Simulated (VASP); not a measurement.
A run of VASP 6.6.1 is set up as follows.

The input POSCAR:

```
Li2BrCl
1.0
    1.8760659207      1.0831471643      6.1164156592
   -1.8760659207      1.0831471643      6.1164156592
    0.0000000000     -2.1662943287      6.1164156592
Cl Br Li
1 1 2
Direct
    1.0000000000      0.0000000000      0.0000000000
    0.5000000000      0.5000000000      0.5000000000
    0.2543610294      0.2543610294      0.2543610294
    0.7456389706      0.7456389706      0.7456389706
```

Contents of INCAR.step1:

```
ALGO = Normal
EDIFF = 1E-5
ENCUT = 520
GGA = PE
ISIF = 2
ISMEAR = 0
LASPH = True
LCHARG = False
LREAL = False
LWAVE = True
NBANDS = 18
NELM = 80
PREC = Accurate
SIGMA = 0.01
```

The input INCAR.step2:

```
ALGO = Normal
EDIFF = 1E-6
ENCUT = 520
GGA = PE
HFSCREEN = 0.2079
ISIF = 2
ISMEAR = 0
ISTART = 1
LASPH = True
LCHARG = False
LHFCALC = True
LREAL = False
LWAVE = False
NBANDS = 18
NELM = 80
PREC = Accurate
PRECFOCK = Normal
SIGMA = 0.01
```

Contents of KPOINTS:

```
k-points
0
Gamma
  4 4 4
```

Potentials or basis: VASP PAW PBE potentials, release 64 (Cl, Br, Li_sv).

The run is started by

```bash
$ cat potpaw_PBE.64/Cl/POTCAR potpaw_PBE.64/Br/POTCAR potpaw_PBE.64/Li_sv/POTCAR > POTCAR
$ cp INCAR.step1 INCAR
$ mpirun -np 1 vasp_std > vasp.out
$ cp INCAR.step2 INCAR
$ mpirun -np 1 vasp_std > vasp.out
```

(1) What does it give for the largest force?

(2) Estimate the band gap on the k mesh.

## Answers

(1) 0.003 eV/Å.

(2) 6.33 eV.

Caveat: the k points lie up to 0.49 Å⁻¹ apart; the PAW data sets were made with another functional, which shifts forces and pressure a little.
